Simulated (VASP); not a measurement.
# TiO2 (P4_2/mnm) in VASP: single point with PBE

Aim: the single point of TiO2 with PBE.

Program: VASP 6.6.1. These are calculated values, not measurements. Logs are shortened: lines on timing, memory, paths and dates and some standing lists are left out, and cuts for length are marked.

### 1 The cell of the first run

The structure is tetragonal, space group P4_2/mnm (No. 136). Conventional cell: a = 4.592 Å, b = 4.592 Å, c = 2.957 Å, α = 90.00°, β = 90.00°, γ = 90.00°. Ti (site symmetry mmm) has 6 O at 1.95 to 1.98 Å within 2.6 Å. Within 2.6 Å of O (site symmetry m2m) lie 3 Ti at 1.95 to 1.98 Å and 1 O at 2.53 Å.

### 2 Single point, PBE

Input file INCAR:

```
SYSTEM = TiO2
PREC     = Accurate       ! precision mode
ENCUT    = 600            ! plane-wave cutoff, eV
EDIFF    = 1E-6           ! SCF threshold, eV
ISMEAR   = 0              ! smearing method
SIGMA    = 0.01           ! smearing width, eV
LREAL    = .FALSE.        ! projectors in reciprocal space
LASPH    = .TRUE.         ! aspherical terms in the spheres
NELM     = 120            ! most SCF steps
ALGO     = Normal         ! electronic algorithm
ISIF     = 2              ! what is computed and relaxed
LWAVE    = .FALSE.        ! write WAVECAR
LCHARG   = .FALSE.        ! write CHGCAR
GGA      = PE             ! functional
NBANDS   = 33             ! bands
GGA_COMPAT= .FALSE.
```

Input file KPOINTS:

```
regular mesh
0
G
  5 5 7
  0 0 0
```

Input file POSCAR:

```
TiO2
1.0
    4.5922000000      0.0000000000      0.0000000000
    0.0000000000      4.5922000000      0.0000000000
    0.0000000000      0.0000000000      2.9574000000
Ti O
2 4
Direct
    0.0000000000      0.0000000000      0.0000000000
    0.5000000000      0.5000000000      0.5000000000
    0.3049599996      0.3049599996      0.0000000000
    0.1950400004      0.8049599996      0.5000000000
    0.6950400004      0.6950400004      0.0000000000
    0.8049599996      0.1950400004      0.5000000000
```

Potentials or basis: VASP PAW PBE potentials, release 64 (Ti_sv, O).

On the command line:

```sh
$ cat potpaw_PBE.64/Ti_sv/POTCAR potpaw_PBE.64/O/POTCAR > POTCAR
$ mpirun -np 1 vasp_std > vasp.out
```

OUTCAR:

```text
SYSTEM = TiO2
   PREC = Accurate
   ENCUT = 600
   EDIFF = 1E-6
   ISMEAR = 0
   LREAL = .FALSE.
   LASPH = .TRUE.
   NELM = 120
   ISIF = 2
   GGA = PE

 ion  position               nearest neighbor table
   1  0.000  0.000  0.000-   4 1.95   6 1.95   4 1.95   6 1.95   5 1.98   3 1.98
   2  0.500  0.500  0.500-   3 1.95   5 1.95   3 1.95   5 1.95   4 1.98   6 1.98
   3  0.305  0.305  0.000-   2 1.95   2 1.95   1 1.98
   4  0.195  0.805  0.500-   1 1.95   1 1.95   2 1.98
   5  0.695  0.695  0.000-   2 1.95   2 1.95   1 1.98
   6  0.805  0.195  0.500-   1 1.95   1 1.95   2 1.98

  LATTYP: Found a simple tetragonal cell.
 ALAT       =     4.5922000000
 C/A-ratio  =     0.6440050520

  Lattice vectors:

 A1 = (   4.5922000000,   0.0000000000,   0.0000000000)
 A2 = (   0.0000000000,   4.5922000000,   0.0000000000)
 A3 = (   0.0000000000,   0.0000000000,   2.9574000000)

Analysis of symmetry for initial positions (statically):
=====================================================================
 Subroutine PRICEL returns:
 Original cell was already a primitive cell.

 Routine SETGRP: Setting up the symmetry group for a
 simple tetragonal supercell.

 Subroutine GETGRP returns: Found 16 space group operations
 (whereof  8 operations were pure point group operations)
 out of a pool of 16 trial point group operations.

The static configuration has the point symmetry D_2h.
 The point group associated with its full space group is D_4h.

Analysis of symmetry for dynamics (positions and initial velocities):
=====================================================================
 Subroutine PRICEL returns:
 Original cell was already a primitive cell.

 Routine SETGRP: Setting up the symmetry group for a
 simple tetragonal supercell.

 Subroutine GETGRP returns: Found 16 space group operations
 (whereof  8 operations were pure point group operations)
 out of a pool of 16 trial point group operations.

The dynamic configuration has the point symmetry D_2h.
 The point group associated with its full space group is D_4h.

 Subroutine INISYM returns: Found 16 space group operations
 (whereof  8 operations are pure point group operations),
 and found     1 'primitive' translations

----------------------------------------------------------------------------------------

                                     Primitive cell

[... 98 lines left out ...]
   LREAL  =      F    real-space projection
   EDIFFG = 0.1E-04   stopping-criterion for IOM
   NSW    =      0    number of steps for IOM
   IBRION =     -1    ionic relax: 0-MD 1-quasi-New 2-CG
   NFREE  =      0    steps in history (QN), initial steepest desc. (CG)
   ISIF   =      2    stress and relaxation
   ISYM   =      2    0-nonsym 1-usesym 2-fastsym
   POTIM  = 0.5000    time-step for ionic-motion
   TEBEG  =    0.0;   TEEND  =   0.0 temperature during run
   PSTRESS=    0.0 pullay stress
   NELECT =      48.0000    total number of electrons
   NUPDOWN=      -1.0000    fix difference up-down
   EMIN   =  10.00;   EMAX   =-10.00  energy-range for DOS
   EFERMI =   0.00;   METHOD = LEGACY
   ISMEAR =     0;   SIGMA  =   0.01  broadening in eV -4-tet -1-fermi 0-gaus
   EFERMI_NEDOS =   21; number of points for ismear=-14 and -15
   IALGO  =     38    algorithm
   IMIX   =      4    mixing-type and parameters
     AMIX     =   0.40;   BMIX     =  1.00
     AMIX_MAG =   1.60;   BMIX_MAG =  1.00
  volume/ion in A,a.u.               =      10.39        70.15
  Fermi-wavevector in a.u.,A,eV,Ry     =   1.500277  2.835112 30.624403  2.250830
  Thomas-Fermi vector in A             =   2.611798
   LORBIT       =      0    0 simple, 1 ext, 2 COOP (PROOUT), +10 PAW based schemes
   GGA     = PE    functional components
   LHFCALC =     F    Hartree Fock is set to
   AEXX    =    0.0000 exact exchange contribution
   IVDW    =     0    specifies the selected vdW correction
   LEPSILON=     F    determine dielectric tensor
   LRPA    =     F    only Hartree local field effects (RPA)
 non-spin polarized calculation
 Gauss-broadening in eV      SIGMA  =   0.01
  energy-cutoff  :      600.00
  volume of cell :       62.37
 maximum number of plane-waves:      2097
 NGX is ok and might be reduce to    40
   NGX = 19   NGY = 19   NGZ = 11

 number of electron      47.9999989 magnetization

 Free energy of the ion-electron system (eV)
  ---------------------------------------------------
  ext. energy  EPLUGINS =         0.00000000
  ---------------------------------------------------
  free energy    TOTEN  =       -53.65070400 eV

  energy without entropy =      -53.65070400  energy(sigma->0) =      -53.65070400

 E-fermi :   4.9585     XC(G=0): -11.4176

 val. band max:        4.8579870525   @ k =   0.0000   0.0000   0.0000
 cond. band min:       6.7299337134   @ k =   0.0000   0.0000   0.0000
 fundamental gap:      1.8719466609
 Fermi energy:         4.9585114860

 k-point     1 :       0.0000    0.0000    0.0000
  band No.  band energies     occupation
      1     -52.0553      2.00000
      2     -52.0381      2.00000
      3     -28.3651      2.00000
      4     -28.3651      2.00000
      5     -28.1985      2.00000
      6     -28.1985      2.00000
[... 853 lines left out ...]
     32      10.7978      0.00000
     33      10.8501      0.00000

------------------------ aborting loop because EDIFF is reached ----------------------------------------

  FORCE on cell =-STRESS in cart. coord.  units (eV):
  Direction    XX          YY          ZZ          XY          YZ          ZX
  --------------------------------------------------------------------------------------
  -------------------------------------------------------------------------------------
  Total        2.3245273      2.3245273      2.1335459     -0.0000000      0.0000000      0.0000000
  in kB       59.7163954     59.7163954     54.8101399     -0.0000000      0.0000000      0.0000000
  external PRESSURE =      58.0809769 kB  Pullay stress =       0.0000000 kB

 VOLUME and BASIS-vectors are now :
 -----------------------------------------------------------------------------
  energy-cutoff  :      600.00
  volume of cell :       62.37
      direct lattice vectors                 reciprocal lattice vectors
     4.592200000  0.000000000  0.000000000     0.217760550  0.000000000  0.000000000
     0.000000000  4.592200000  0.000000000     0.000000000  0.217760550  0.000000000
     0.000000000  0.000000000  2.957400000     0.000000000  0.000000000  0.338134848

 POSITION                                       TOTAL-FORCE (eV/Angst)
 -----------------------------------------------------------------------------------
      0.00000      0.00000      0.00000         0.000000     -0.000000      0.000000
      2.29610      2.29610      1.47870         0.000000     -0.000000      0.000000
      1.40044      1.40044      0.00000        -0.087723     -0.087723      0.000000
      0.89566      3.69654      1.47870         0.087723     -0.087723      0.000000
      3.19176      3.19176      0.00000         0.087723      0.087723     -0.000000
      3.69654      0.89566      1.47870        -0.087723      0.087723     -0.000000
 -----------------------------------------------------------------------------------
    total drift:                                0.000000      0.000000     -0.000000

  FREE ENERGIE OF THE ION-ELECTRON SYSTEM (eV)
  ---------------------------------------------------
  free  energy   TOTEN  =       -53.6507040016 eV

  energy  without entropy=      -53.6507040016  energy(sigma->0) =      -53.65070400
```

OSZICAR:

```text
N       E                     dE             d eps       ncg     rms          rms(c)
DAV:   1     0.695352280885E+03    0.69535E+03   -0.26409E+04  1584   0.190E+03
DAV:   2     0.372354878148E+02   -0.65812E+03   -0.61062E+03  1706   0.544E+02
DAV:   3    -0.659807515034E+02   -0.10322E+03   -0.10084E+03  2184   0.200E+02
DAV:   4    -0.709253536108E+02   -0.49446E+01   -0.49342E+01  2245   0.428E+01
DAV:   5    -0.711216689927E+02   -0.19632E+00   -0.19627E+00  2143   0.701E+00    0.315E+01
DAV:   6    -0.539806547349E+02    0.17141E+02   -0.75110E+01  2096   0.888E+01    0.110E+01
DAV:   7    -0.539236137259E+02    0.57041E-01   -0.13199E+01  2000   0.326E+01    0.919E+00
DAV:   8    -0.537902012516E+02    0.13341E+00   -0.44944E-01  1990   0.528E+00    0.725E+00
DAV:   9    -0.538049108527E+02   -0.14710E-01   -0.12924E+00  2018   0.134E+01    0.353E+00
DAV:  10    -0.536621540628E+02    0.14276E+00   -0.66964E-01  2027   0.829E+00    0.965E-01
DAV:  11    -0.536524633751E+02    0.96907E-02   -0.32219E-02  1863   0.138E+00    0.473E-01
DAV:  12    -0.536510357070E+02    0.14277E-02   -0.92781E-03  1807   0.660E-01    0.147E-01
DAV:  13    -0.536507271180E+02    0.30859E-03   -0.72939E-04  2175   0.266E-01    0.478E-02
DAV:  14    -0.536507214157E+02    0.57023E-05   -0.94377E-05  2025   0.771E-02    0.378E-02
DAV:  15    -0.536507037463E+02    0.17669E-04   -0.32517E-05  2233   0.654E-02    0.660E-03
DAV:  16    -0.536507040016E+02   -0.25521E-06   -0.42774E-06  1681   0.138E-02
   1 F= -.53650704E+02 E0= -.53650704E+02  d E =-.419013E-48
```

stdout:

```text
POSCAR found type information on POSCAR TiO
 POSCAR found :  2 types and       6 ions
 scaLAPACK will be used
 LDA part: xc-table for (Slater+PW92), standard interpolation
 POSCAR, INCAR and KPOINTS ok, starting setup
 FFT: planning ... GRIDC
 FFT: planning ... GRID_SOFT
 FFT: planning ... GRID
 WAVECAR not read
 entering main loop
```

Run time: 70 s. Hardware: 1 thread of Intel Xeon 8259CL, shared host; peak memory 0.21 GiB.

Results:

```
Free energy            : -53.6507 eV
Pressure               : 5.8 GPa
Largest force          : 0.124 eV/Å
Band gap on the k mesh : 1.87 eV
```

Forces in eV/Å, atoms in the order of the input:
```
Ti   0.000  0.000  0.000
Ti   0.000  0.000  0.000
O   -0.088 -0.088  0.000
O    0.088 -0.088  0.000
O    0.088  0.088  0.000
O   -0.088  0.088  0.000
```

Caveat: the cell stands under pressure.
